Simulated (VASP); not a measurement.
Here is a VASP 6.6.1 calculation.

File INCAR:

```
SYSTEM = Sn
PREC = Accurate
ENCUT = 520
EDIFF = 1E-6
ISMEAR = -1
SIGMA = 0.05
LREAL = .FALSE.
LASPH = .TRUE.
NELM = 80
ALGO = Normal
ISIF = 2
LWAVE = .FALSE.
LCHARG = .FALSE.
GGA = PE
NBANDS = 13
```

The input KPOINTS:

```
regular mesh
0
G
  10 10 10
  0 0 0
```

File POSCAR:

```
Sn
1.0
   -1.9877657590      1.9877657590      1.6268574157
    1.9877657590     -1.9877657590      1.6268574157
    1.9877657590      1.9877657590     -1.6268574157
Sn
1
Direct
    0.0000000000      0.0000000000      0.0000000000
```

Potentials or basis: VASP PAW PBE potentials, release 64 (Sn_d).

Run with:

```sh
$ cat potpaw_PBE.64/Sn_d/POTCAR > POTCAR
$ mpirun -np 1 vasp_std > vasp.out
```

Predict the band gap on the k mesh.

zero (bands 7 and 8 overlap by 9.40 eV).

Predict the pressure.

4.5 GPa.

Stress tensor (GPa, compression positive):
```
3.70 0.00 0.00
0.00 3.70 0.00
0.00 0.00 6.03
```

Caveat: the cell stands under pressure; spin-orbit coupling is left out, which moves the levels of the heavy elements.
